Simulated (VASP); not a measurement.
Write the native input for VASP 6.6.1 that does the following.

* Task: single point
* Functional: PBE
* Potentials or basis: VASP PAW PBE potentials, release 64 (Al, Co)
* Cutoff: 520 eV
* k mesh: 14 × 14 × 14
* Occupations: gaussian, width 0.1 eV
* Spin: no spin polarisation
* Dipole correction: no
* Further INCAR settings: ALGO = Fast; EDIFF = 1e-06; NBANDS = 13

The structure of AlCo lies in POSCAR:

```
AlCo
1.0
    2.8519024034      0.0000000000      0.0000000000
    0.0000000000      2.8519024034      0.0000000000
    0.0000000000      0.0000000000      2.8519024034
Al Co
1 1
Direct
    0.0000000000      0.0000000000      0.0000000000
    0.5000000000      0.5000000000      0.5000000000
```

These files were run (other wordings do the same):

INCAR

```
SYSTEM = AlCo
PREC = Accurate
ENCUT = 520
EDIFF = 1E-6
ISMEAR = 0
SIGMA = 0.1
LREAL = .FALSE.
LASPH = .TRUE.
NELM = 80
ALGO = Fast
ISIF = 2
LWAVE = .FALSE.
LCHARG = .FALSE.
GGA = PE
NBANDS = 13
```

KPOINTS

```
regular mesh
0
G
  14 14 14
  0 0 0
```

Potentials or basis: VASP PAW PBE potentials, release 64 (Al, Co).

The run is started by

```bash
$ cat potpaw_PBE.64/Al/POTCAR potpaw_PBE.64/Co/POTCAR > POTCAR
$ mpirun -np 1 vasp_std > vasp.out
```

Results of the run:

| Item | Value |
| --- | --- |
| Pressure | -0.3 GPa |
| Band gap on the k mesh | zero (band 6 reaches 12.94 eV, above the bottom of band 7 at 10.31 eV) |

Wall time 83 s on 1 thread of AMD EPYC 7R13 (shared host), peak memory 0.14 GiB.
